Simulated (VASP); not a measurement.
# Mo (I4/mmm) in VASP: further runs

Runs on Mo. Level: PBEsol. Tasks: single point.

All numbers are computed with VASP 6.6.1; they aren't measurements. Logs are shortened: lines on timing, memory, paths and dates and some standing lists are left out, and cuts for length are marked.

**1. The cell of the first run**

It takes space group I4/mmm (No. 139, tetragonal). Conventional cell: a = 3.513 Å, b = 3.513 Å, c = 2.483 Å, α = 90.00°, β = 90.00°, γ = 90.00°. Mo (site symmetry 4/mmm) has 10 Mo at 2.48 to 2.78 Å within 3.3 Å.

**2. Single point, PBEsol**

Input file INCAR:

```
ALGO = Fast
EDIFF = 1E-7
ENCUT = 520
GGA = PS
ISIF = 2
ISMEAR = 0
LASPH = True
LCHARG = False
LREAL = False
LWAVE = False
NBANDS = 13
NELM = 100
PREC = Accurate
SIGMA = 0.15
```

Input file KPOINTS:

```
k-points
0
Gamma
  30 30 30
```

Input file POSCAR:

```
Mo
1.0
   -1.7563525049      1.7563525049      1.2417412209
    1.7563525049     -1.7563525049      1.2417412209
    1.7563525049      1.7563525049     -1.2417412209
Mo
1
Direct
    0.0000000000      0.0000000000      0.0000000000
```

Potentials or basis: VASP PAW PBE potentials, release 64 (Mo_sv).

Command:

```sh
cat potpaw_PBE.64/Mo_sv/POTCAR > POTCAR
mpirun -np 1 vasp_std > vasp.out
```

OUTCAR:

```text
EDIFF = 1E-7
   ENCUT = 520
   GGA = PS
   ISIF = 2
   ISMEAR = 0
   LASPH = True
   LREAL = False
   NELM = 100
   PREC = Accurate

 ion  position               nearest neighbor table
   1  0.000  0.000  0.000-

  LATTYP: Found a body centered tetragonal cell.
 ALAT       =     3.5127050098
 C/A-ratio  =     0.7070000000

  Lattice vectors:

 A1 = (  -1.7563525049,   1.7563525049,   1.2417412209)
 A2 = (   1.7563525049,  -1.7563525049,   1.2417412209)
 A3 = (   1.7563525049,   1.7563525049,  -1.2417412209)

Analysis of symmetry for initial positions (statically):
=====================================================================
 Subroutine PRICEL returns:
 Original cell was already a primitive cell.

 Routine SETGRP: Setting up the symmetry group for a
 body centered tetragonal supercell.

 Subroutine GETGRP returns: Found 16 space group operations
 (whereof 16 operations were pure point group operations)
 out of a pool of 16 trial point group operations.

The static configuration has the point symmetry D_4h.

Analysis of symmetry for dynamics (positions and initial velocities):
=====================================================================
 Subroutine PRICEL returns:
 Original cell was already a primitive cell.

 Routine SETGRP: Setting up the symmetry group for a
 body centered tetragonal supercell.

 Subroutine GETGRP returns: Found 16 space group operations
 (whereof 16 operations were pure point group operations)
 out of a pool of 16 trial point group operations.

The dynamic configuration has the point symmetry D_4h.

 Subroutine INISYM returns: Found 16 space group operations
 (whereof 16 operations are pure point group operations),
 and found     1 'primitive' translations

----------------------------------------------------------------------------------------

                                     Primitive cell

  volume of cell :      15.3220

  direct lattice vectors                    reciprocal lattice vectors
    -1.756352505  1.756352505  1.241741221     0.000000000  0.284680893  0.402660387
     1.756352505 -1.756352505  1.241741221     0.284680893  0.000000000  0.402660387
     1.756352505  1.756352505 -1.241741221     0.284680893  0.284680893  0.000000000

  length of vectors
     2.776953277  2.776953277  2.776953277     0.493131421  0.493131421  0.402599580

  position of ions in fractional coordinates (direct lattice)
     0.000000000  0.000000000  0.000000000

  ion indices of the primitive-cell ions
   primitive index   ion index
                 1           1

----------------------------------------------------------------------------------------

 KPOINTS: k-points

Automatic generation of k-mesh.
 Grid dimensions read from file:
 generate k-points for:   30   30   30

 Generating k-lattice:

  Cartesian coordinates                     Fractional coordinates (reciprocal lattice)
     0.000000000  0.009489363  0.013422013     0.033333333  0.000000000  0.000000000
     0.009489363  0.000000000  0.013422013     0.000000000  0.033333333  0.000000000
     0.009489363  0.009489363  0.000000000     0.000000000  0.000000000  0.033333333

  Length of vectors
     0.016437714  0.016437714  0.013419986

  Shift w.r.t. Gamma in fractional coordinates (k-lattice)
     0.000000000  0.000000000  0.000000000

 Subroutine IBZKPT returns following result:
 ===========================================

 Found   1992 irreducible k-points:

 Following reciprocal coordinates:
            Coordinates               Weight
  0.000000  0.000000  0.000000      1.000000
  0.033333  0.000000  0.000000      8.000000
  0.066667  0.000000 -0.000000      8.000000
  0.100000  0.000000  0.000000      8.000000
  0.133333 -0.000000  0.000000      8.000000
  0.166667 -0.000000  0.000000      8.000000
[... 16 lines left out ...]
  0.233333  0.033333 -0.000000     16.000000
  0.266667  0.033333  0.000000     16.000000
 [... further k-points ...]
   k-points           NKPTS =   1992   k-points in BZ     NKDIM =   1992   number of bands    NBANDS=     13
   number of dos      NEDOS =    301   number of ions     NIONS =      1
   total plane-waves  NPLWV =  13824
   dimension x,y,z NGX =    24 NGY =   24 NGZ =   24
   dimension x,y,z NGXF=    48 NGYF=   48 NGZF=   48
   ions per type =               1
   NGX,Y,Z   is equivalent  to a cutoff of  14.37, 14.37, 14.37 a.u.
   NGXF,Y,Z  is equivalent  to a cutoff of  28.74, 28.74, 28.74 a.u.
 SYSTEM =  unknown system
   PREC   = accura    normal or accurate (medium, high low for compatibility)
   ISTART =      0    job   : 0-new  1-cont  2-samecut
   ICHARG =      2    charge: 1-file 2-atom 10-const
   ISPIN  =      1    spin polarized calculation?
   LNONCOLLINEAR =      F non collinear calculations
   LSORBIT =      F    spin-orbit coupling
   LASPH  =      T    aspherical Exc in radial PAW
   ENCUT  =  520.0 eV  38.22 Ry    6.18 a.u.   5.16  5.16  5.16*2*pi/ulx,y,z
   NELM   =    100;   NELMIN=  2; NELMDL= -5     # of ELM steps
   EDIFF  = 0.1E-06   stopping-criterion for ELM
   LREAL  =      F    real-space projection
   EDIFFG = 0.1E-05   stopping-criterion for IOM
   NSW    =      0    number of steps for IOM
   IBRION =     -1    ionic relax: 0-MD 1-quasi-New 2-CG
   NFREE  =      0    steps in history (QN), initial steepest desc. (CG)
   ISIF   =      2    stress and relaxation
   ISYM   =      2    0-nonsym 1-usesym 2-fastsym
   POTIM  = 0.5000    time-step for ionic-motion
   TEBEG  =    0.0;   TEEND  =   0.0 temperature during run
   PSTRESS=    0.0 pullay stress
   NELECT =      14.0000    total number of electrons
   NUPDOWN=      -1.0000    fix difference up-down
   EMIN   =  10.00;   EMAX   =-10.00  energy-range for DOS
   EFERMI =   0.00;   METHOD = LEGACY
   ISMEAR =     0;   SIGMA  =   0.15  broadening in eV -4-tet -1-fermi 0-gaus
   EFERMI_NEDOS =   21; number of points for ismear=-14 and -15
   IALGO  =     68    algorithm
   IMIX   =      4    mixing-type and parameters
     AMIX     =   0.40;   BMIX     =  1.00
     AMIX_MAG =   1.60;   BMIX_MAG =  1.00
  volume/ion in A,a.u.               =      15.32       103.40
  Fermi-wavevector in a.u.,A,eV,Ry     =   1.588593  3.002006 34.336047  2.523628
  Thomas-Fermi vector in A             =   2.687573
   LORBIT       =      0    0 simple, 1 ext, 2 COOP (PROOUT), +10 PAW based schemes
   GGA     = PS    functional components
   LHFCALC =     F    Hartree Fock is set to
   AEXX    =    0.0000 exact exchange contribution
   IVDW    =     0    specifies the selected vdW correction
   LEPSILON=     F    determine dielectric tensor
   LRPA    =     F    only Hartree local field effects (RPA)
 non-spin polarized calculation
 RMM-DIIS sequential band-by-band and
 Gauss-broadening in eV      SIGMA  =   0.15
  energy-cutoff  :      520.00
  volume of cell :       15.32
 maximum number of plane-waves:       428
 NGX is ok and might be reduce to    24
   NGX = 11   NGY = 11   NGZ = 11

 number of electron      13.9999999 magnetization

 Free energy of the ion-electron system (eV)
  ---------------------------------------------------
  ext. energy  EPLUGINS =         0.00000000
  ---------------------------------------------------
  free energy    TOTEN  =       -11.15185269 eV

  energy without entropy =      -11.14240431  energy(sigma->0) =      -11.14712850

 E-fermi :  12.8505     XC(G=0): -13.5793

 val. band max:       12.8499315258   @ k =  -0.2000  -0.2000   0.1667
 cond. band min:      12.8513474484   @ k =  -0.3333  -0.4667   0.3333
 fundamental gap:      0.0014159226
 Fermi energy:        12.8504786942

 k-point     1 :       0.0000    0.0000    0.0000
  band No.  band energies     occupation
      1     -48.3780      2.00000
      2     -21.7507      2.00000
      3     -21.7507      2.00000
      4     -20.9802      2.00000
      5       5.5393      2.00000
      6       9.1987      2.00000
      7      10.6855      2.00000
      8      14.1924      0.00000
      9      14.1924      0.00000
     10      15.9431      0.00000
     11      26.4242      0.00000
     12      26.4242      0.00000
     13      34.6046      0.00000

 k-point     2 :       0.0333    0.0000    0.0000
  band No.  band energies     occupation
      1     -48.3727      2.00000
      2     -21.7551      2.00000
      3     -21.7540      2.00000
      4     -21.0074      2.00000
      5       5.5999      2.00000
      6       9.2274      2.00000
      7      10.7375      2.00000
      8      14.1211      0.00000
      9      14.1251      0.00000
     10      15.9066      0.00000
     11      26.5628      0.00000
     12      26.5649      0.00000
     13      34.3024      0.00000

 k-point     3 :       0.0667    0.0000   -0.0000
  band No.  band energies     occupation
      1     -48.3570      2.00000
      2     -21.7686      2.00000
      3     -21.7637      2.00000
      4     -21.0869      2.00000
      5       5.7781      2.00000
      6       9.3096      2.00000
      7      10.8909      2.00000
      8      13.9202      0.00000
      9      13.9395      0.00000
     10      15.8063      0.00000
     11      26.9535      0.00000
     12      26.9729      0.00000
     13      33.5009      0.00000

 k-point     4 :       0.1000    0.0000    0.0000
  band No.  band energies     occupation
      1     -48.3314      2.00000
      2     -21.7930      2.00000
      3     -21.7792      2.00000
      4     -21.2116      2.00000
      5       6.0623      2.00000
      6       9.4321      2.00000
      7      11.1348      2.00000
      8      13.6312      0.00000
      9      13.6796      0.00000
     10      15.6614      0.00000
     11      27.5233      0.00000
     12      27.6115      0.00000
     13      32.4947      0.00000

 k-point     5 :       0.1333   -0.0000    0.0000
  band No.  band energies     occupation
      1     -48.2971      2.00000
      2     -21.8336      2.00000
      3     -21.8000      2.00000
      4     -21.3676      2.00000
      5       6.4319      2.00000
      6       9.5697      2.00000
      7      11.4403      2.00000
      8      13.3305      0.00001
      9      13.4082      0.00000
     10      15.4890      0.00000
     11      28.1363      0.00000
     12      28.4329      0.00000
     13      31.5463      0.00000
[... 257 lines left out ...]
 k-point    22 :       0.2000    0.0333   -0.0000
  band No.  band energies     occupation
      1     -48.1653      2.00000
      2     -22.1907      2.00000
      3     -21.8528      2.00000
      4     -21.7383      2.00000
      5       7.5400      2.00000
      6       9.7022      2.00000
      7      11.8621      2.00000
      8      12.9707      0.25688
      9      13.7570      0.00000
     10      14.9488      0.00000
     11      27.9861      0.00000
     12      30.9327      0.00000
     13      31.6101      0.00000

 k-point    23 :       0.2333    0.0333   -0.0000
  band No.  band energies     occupation
      1     -48.1126      2.00000
      2     -22.4165      2.00000
      3     -21.8865      2.00000
      4     -21.7806      2.00000
      5       7.8064      2.00000
      6       9.5532      2.00000
      7      11.8759      2.00000
      8      13.2830      0.00005
      9      14.4068      0.00000
     10      14.7844      0.00000
     11      27.2272      0.00000
     12      31.3595      0.00000
     13      32.4603      0.00000

 k-point    24 :       0.2667    0.0333    0.0000
  band No.  band energies     occupation
      1     -48.0601      2.00000
      2     -22.6451      2.00000
      3     -21.9184      2.00000
      4     -21.8134      2.00000
      5       7.9035      2.00000
      6       9.3295      2.00000
      7      12.1348      2.00000
      8      13.7377      0.00000
      9      14.5289      0.00000
     10      15.2562      0.00000
     11      26.4972      0.00000
     12      31.4643      0.00000
     13      32.4499      0.00000

 [... further k-points ...]

------------------------ aborting loop because EDIFF is reached ----------------------------------------

  FORCE on cell =-STRESS in cart. coord.  units (eV):
  Direction    XX          YY          ZZ          XY          YZ          ZX
  --------------------------------------------------------------------------------------
  -------------------------------------------------------------------------------------
  Total        0.0952769      0.0952769      3.9143309      0.0000000      0.0000000      0.0000000
  in kB        9.9628546      9.9628546    409.3112297      0.0000000      0.0000000      0.0000000
  external PRESSURE =     143.0789796 kB  Pullay stress =       0.0000000 kB

 VOLUME and BASIS-vectors are now :
 -----------------------------------------------------------------------------
  energy-cutoff  :      520.00
  volume of cell :       15.32
      direct lattice vectors                 reciprocal lattice vectors
    -1.756352505  1.756352505  1.241741221     0.000000000  0.284680893  0.402660387
     1.756352505 -1.756352505  1.241741221     0.284680893  0.000000000  0.402660387
     1.756352505  1.756352505 -1.241741221     0.284680893  0.284680893  0.000000000

 POSITION                                       TOTAL-FORCE (eV/Angst)
 -----------------------------------------------------------------------------------
      0.00000      0.00000      0.00000        -0.000000      0.000000     -0.000000
 -----------------------------------------------------------------------------------
    total drift:                                0.000000      0.000000      0.000000

  FREE ENERGIE OF THE ION-ELECTRON SYSTEM (eV)
  ---------------------------------------------------
  free  energy   TOTEN  =       -11.1518526935 eV

  energy  without entropy=      -11.1424043092  energy(sigma->0) =      -11.14712850
```

Wall time 9 min (1 thread of Intel Xeon 8259CL, shared host); peak memory 0.47 GiB.

Results:

- Free energy: -11.1519 eV
- Pressure: 14.3 GPa
- Band gap on the k mesh: zero (bands 7 and 8 overlap by 6.23 eV)

Stress tensor (GPa, compression positive):
```
 1.00  0.00  0.00
 0.00  1.00  0.00
 0.00  0.00 40.93
```

Levels at points of the mesh, in eV from the Fermi level:
| k point | band 3 | band 4 | band 5 | band 6 | band 7 | band 8 | band 9 | band 10 | band 11 | band 12 |
| --- | --- | --- | --- | --- | --- | --- | --- | --- | --- | --- |
| (0.00, 0.00, 0.00) | -34.60 | -33.83 | -7.31 | -3.65 | -2.16 | 1.34 | 1.34 | 3.09 | 13.57 | 13.57 |
| (0.50, 0.00, 0.00) | -34.89 | -34.77 | -5.61 | -4.55 | 1.10 | 3.25 | 3.80 | 5.10 | 12.40 | 13.94 |
| (0.50, 0.50, 0.00) | -34.49 | -34.02 | -5.18 | -2.10 | -0.03 | 0.52 | 0.70 | 4.83 | 9.80 | 14.08 |
| (0.50, 0.50, 0.50) | -35.69 | -34.22 | -5.98 | -5.32 | 4.42 | 4.42 | 4.77 | 6.30 | 6.30 | 16.43 |

Caveat: the stress differs along the axes, from 1 to 41 GPa; the PAW data sets were made with another functional, which shifts forces and pressure a little.

**3. Single point, PBEsol**

Input file INCAR:

```
SYSTEM = Mo
PREC     = Accurate       ! precision mode
ENCUT    = 520            ! plane-wave cutoff, eV
EDIFF    = 1E-6           ! SCF threshold, eV
ISMEAR   = 0              ! smearing method
SIGMA    = 0.15           ! smearing width, eV
LREAL    = .FALSE.        ! projectors in reciprocal space
LASPH    = .TRUE.         ! aspherical terms in the spheres
NELM     = 80             ! most SCF steps
ALGO     = Fast           ! electronic algorithm
ISIF     = 2              ! what is computed and relaxed
LWAVE    = .FALSE.        ! write WAVECAR
LCHARG   = .TRUE.         ! write CHGCAR
GGA      = PS             ! functional
LELF     = .TRUE.         ! ELF
LVHAR    = .TRUE.       
NBANDS   = 13             ! bands
```

Input file KPOINTS:

```
Automatic mesh
0
G
  30 30 30
  0 0 0
```

Input file POSCAR:

```
Mo
1.0
   -1.6517532898      1.6517532898      1.4039902963
    1.6517532898     -1.6517532898      1.4039902963
    1.6517532898      1.6517532898     -1.4039902963
Mo
1
Direct
    0.0000000000      0.0000000000      0.0000000000
```

Potentials or basis: VASP PAW PBE potentials, release 64 (Mo_sv).

Command:

```sh
cat potpaw_PBE.64/Mo_sv/POTCAR > POTCAR
mpirun -np 1 vasp_std > vasp.out
```

Run time: 7.6 min. Hardware: 1 thread of Intel Xeon 8259CL, shared host; peak memory 0.45 GiB.

The run converged. Its results:

```yaml
Free_energy: -11.5401 eV
Pressure: 3.7 GPa
Band_gap_on_the_k_mesh: zero (bands 7 and 8 overlap by 5.65 eV)
```

Stress tensor (GPa, compression positive):
```
-8.49  0.00  0.00
 0.00 -8.49  0.00
 0.00  0.00 28.19
```

Levels at points of the mesh, in eV from the Fermi level:
```
           k point  band 5  band 6  band 7  band 8  band 9  band 10
(0.00, 0.00, 0.00)   -7.22   -2.44   -0.31   -0.31    0.24     2.84
(0.50, 0.00, 0.00)   -5.41   -3.93    1.60    2.41    4.04     4.87
(0.50, 0.50, 0.00)   -5.17   -1.75    0.12    0.95    1.72     4.83
(0.50, 0.50, 0.50)   -5.69   -5.26    4.18    4.18    4.68     7.92
```

Caveat: the stress differs along the axes, from -8 to 28 GPa; the PAW data sets were made with another functional, which shifts forces and pressure a little.

**4. Single point, PBEsol**

Input file INCAR:

```
PREC = Accurate ; ENCUT = 520
EDIFF = 1E-6 ; ISMEAR = 0
SIGMA = 0.15 ; LREAL = F
LASPH = T ; NELM = 60
ALGO = Fast ; ISIF = 2
LWAVE = F ; LCHARG = F
GGA = PS ; NBANDS = 13
```

Input file KPOINTS:

```
regular mesh
0
Gamma
  30 30 30
```

Input file POSCAR:

```
Mo
1.0
   -1.4723952476      1.4723952476      1.7668742971
    1.4723952476     -1.4723952476      1.7668742971
    1.4723952476      1.4723952476     -1.7668742971
Mo
1
Direct
    0.0000000000      0.0000000000      0.0000000000
```

Command:

```sh
cat potpaw_PBE.64/Mo_sv/POTCAR > POTCAR
mpirun -np 1 vasp_std > vasp.out
```

It took 7.2 min on 1 thread of Intel Xeon 8259CL, shared host; peak memory 0.45 GiB.

Results (log left out):

```
Free energy            : -11.5218 eV
Pressure               : 3.8 GPa
Band gap on the k mesh : zero (bands 7 and 8 overlap by 4.97 eV)
```

Stress tensor (GPa, compression positive):
```
 14.05   0.00   0.00
  0.00  14.05   0.00
  0.00   0.00 -16.65
```

Levels at points of the mesh, in eV from the Fermi level:
| k point | band 5 | band 6 | band 7 | band 8 | band 9 | band 10 |
| --- | --- | --- | --- | --- | --- | --- |
| (0.00, 0.00, 0.00) | -7.25 | -1.57 | -1.57 | 0.24 | 0.27 | 2.51 |
| (0.50, 0.00, 0.00) | -5.25 | -2.46 | 0.04 | 1.45 | 3.14 | 4.58 |
| (0.50, 0.50, 0.00) | -5.54 | -4.53 | 2.86 | 3.39 | 3.49 | 5.16 |
| (0.50, 0.50, 0.50) | -5.68 | -5.22 | 3.89 | 4.50 | 4.50 | 6.31 |

Caveat: the stress differs along the axes, from -17 to 14 GPa; the PAW data sets were made with another functional, which shifts forces and pressure a little.

**5. Overview**

| cell | further INCAR settings | gap on the mesh (eV) | pressure (GPa) |
| --- | --- | --- | --- |
| a = 2.777 Å, angles 101.5, 101.5, 126.9°, 1 atom | ALGO = Fast; EDIFF = 1e-07; NBANDS = 13 | none | 14.3 |
| a = 2.725 Å, angles 105.4, 105.4, 118.0°, 1 atom | ALGO = Fast; EDIFF = 1e-06; NBANDS = 13 | none | 3.7 |
| a = 2.731 Å, angles 114.7, 114.7, 99.4°, 1 atom | ALGO = Fast; EDIFF = 1e-06; NBANDS = 13 | none | 3.8 |

Alike in all rows: task single point; level PBEsol; potentials or basis VASP PAW PBE potentials, release 64 (Mo_sv); no spin polarisation; k mesh 30 × 30 × 30; cutoff (eV) 520; smearing gaussian 0.15 eV.

Caveats: the PAW data sets were made with another functional, which shifts forces and pressure a little; the stress differs along the axes, from 1 to 41 GPa (at least some runs); the stress differs along the axes, from -8 to 28 GPa (at least some runs); the stress differs along the axes, from -17 to 14 GPa (at least some runs).

Absolute energies hang on the potentials; compare differences alone.
